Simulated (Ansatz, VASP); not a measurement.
**Two plane-wave programs on O**

The input INCAR:

```
SYSTEM = O
PREC     = Accurate       ! precision mode
ENCUT    = 520            ! plane-wave cutoff, eV
EDIFF    = 1E-8           ! SCF threshold, eV
ISMEAR   = -1             ! smearing method
SIGMA    = 0.03           ! smearing width, eV
LREAL    = .False.        ! projectors in reciprocal space
LASPH    = .True.         ! aspherical terms in the spheres
NELM     = 100            ! most SCF steps
ALGO     = Normal         ! electronic algorithm
ISIF     = 2              ! what is computed and relaxed
LWAVE    = .False.        ! write WAVECAR
LCHARG   = .False.        ! write CHGCAR
GGA      = PE             ! functional
LEFG     = .True.       
NBANDS   = 13             ! bands
```

File KPOINTS:

```
regular mesh
0
Gamma
  4 4 4
  0 0 0
```

Contents of POSCAR:

```
O
1.0
    0.0000000000      2.1075500000      3.3448500000
    1.4783500000      0.0000000000      3.3448500000
    1.4783500000      2.1075500000      0.0000000000
O
2
Direct
    0.0871000000      0.0871000000      0.9129000000
    0.9129000000      0.9129000000      0.0871000000
```

Input for Ansatz:

```yaml
crystal:
  lattice:
    - [0.0, 2.10755, 3.34485]
    - [1.47835, 0.0, 3.34485]
    - [1.47835, 2.10755, 0.0]
  atoms:
    - { symbol: O, position: [0.0871, 0.0871, 0.9129] }
    - { symbol: O, position: [0.9129, 0.9129, 0.0871] }
kpoints:
  mp_grid: { grid: [4, 4, 4] }
scf:
  occupations: { method: fermi_dirac, width: 0.03 }
hamiltonian:
  xc: pbe
  pseudopotentials: { kind: paw }
output:
  forces: true
  stress: true
  eigenvalues: true
  efg: { contact_densities: true }
```

Alike in both runs: task electric field gradients; functional PBE; k mesh 4 × 4 × 4; occupations fermi-dirac, width 0.03 eV; no spin polarisation.

|  | VASP | Ansatz |
| --- | --- | --- |
| version | VASP 6.6.1 | Ansatz 0.2.0 |
| potentials or method | VASP PAW PBE potentials, release 64 (O) | PAW with Ansatz's default frozen-core files, scalar-relativistic |
| plane-wave cutoff (eV) | 520 | 420 |
| valence electrons in the cell | 12 | 12 |

|  | VASP | Ansatz | Ansatz less VASP |
| --- | --- | --- | --- |
| pressure (GPa) | 19.5 | 14.2 | -5.26 |
| traceless stress, the component that is largest in VASP (GPa) | 41.73 | 30.20 | -11.535 |
| rms of the force components (eV/Å) | 3.320 | 2.185 | -1.1349 |
| size of Vzz on the site where it differs most (V/Å²) | 113.8 | 112.9 | -0.85 |

Atom by atom the forces differ by 1.135 eV/Å (rms over components).

The k mesh is coarse, so the values compare programs but aren't converged. Noted on VASP's run: the standard files for N, O and F lose accuracy on very short bonds; spin is off for a triplet molecule.
